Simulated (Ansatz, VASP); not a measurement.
**LiNbO3: VASP beside Ansatz**

Contents of INCAR:

```
  PREC = Accurate
  ENCUT = 600
  EDIFF = 1E-6
  ISMEAR = 0
  SIGMA = 0.01
  LREAL = False
  LASPH = True
  NELM = 100
  ALGO = Normal
  ISIF = 3
  LWAVE = False
  LCHARG = False
  GGA = PE
  IBRION = 2
  NSW = 80
  EDIFFG = -0.005
```

File KPOINTS:

```
regular mesh
0
Gamma
  7 7 7
```

The input POSCAR:

```
LiNbO3
1.0
    2.5758000000      1.4871388000      4.6230000000
   -2.5758000000      1.4871388000      4.6230000000
    0.0000000000     -2.9742776000      4.6230000000
Li Nb O
2 2 6
Direct
    0.7185000000      0.7185000000      0.7185000000
    0.2185000000      0.2185000000      0.2185000000
    0.9999450000      0.9999450000      0.9999450000
    0.4999450000      0.4999450000      0.4999450000
    0.2804100000      0.6416400000      0.8876900000
    0.6416400000      0.8876900000      0.2804100000
    0.8876900000      0.2804100000      0.6416400000
    0.3876900000      0.1416400000      0.7804100000
    0.7804100000      0.3876900000      0.1416400000
    0.1416400000      0.7804100000      0.3876900000
```

Input for Ansatz:

```yaml
crystal:
  lattice:
    - [2.5758, 1.4871388, 4.623]
    - [-2.5758, 1.4871388, 4.623]
    - [0.0, -2.9742776, 4.623]
  atoms:
    - { symbol: Li, position: [0.7185, 0.7185, 0.7185] }
    - { symbol: Li, position: [0.2185, 0.2185, 0.2185] }
    - { symbol: Nb, position: [0.999945, 0.999945, 0.999945] }
    - { symbol: Nb, position: [0.499945, 0.499945, 0.499945] }
    - { symbol: O, position: [0.28041, 0.64164, 0.88769] }
    - { symbol: O, position: [0.64164, 0.88769, 0.28041] }
    - { symbol: O, position: [0.88769, 0.28041, 0.64164] }
    - { symbol: O, position: [0.38769, 0.14164, 0.78041] }
    - { symbol: O, position: [0.78041, 0.38769, 0.14164] }
    - { symbol: O, position: [0.14164, 0.78041, 0.38769] }
basis:
  ecutwfc: 420
  xc_grid: 2
hamiltonian:
  xc: pbe
  pseudopotentials: { kind: paw, azcp: { folder: soft_1 } }
kpoints:
  mp_grid: { grid: [7, 7, 7] }
scf:
  occupations: { method: fixed }
  max_iter: 100
relax:
  f_tol: 0.005
  max_steps: 60
  cell: {}
output:
  forces: true
  stress: true
checkpoint:
  write: "../cell.run"
  compress: false
  write_wavefunctions: false
  write_every: 100000
```

Alike in both runs: task relaxation of cell and atoms; functional PBE; k mesh 7 × 7 × 7; no spin polarisation.

|  | VASP | Ansatz |
| --- | --- | --- |
| version | VASP 6.6.1 | Ansatz 0.2.0 |
| potentials or method | VASP PAW PBE potentials, release 64 (Li_sv, Nb_sv, O), cutoff 600 eV | plane-wave PAW DFT |
| occupations | gaussian, width 0.01 eV | fixed |
| valence electrons in the cell | 68 | 68 |

```tsv
	VASP	Ansatz	Ansatz less VASP
relaxed volume (Å³/atom)	10.85	10.90	+0.046
relaxed cell length with the largest relative difference (Å)	5.542	5.551	+0.0080
```

Noted on VASP's run: the cutoff is short for stress, so the pressure is rough.
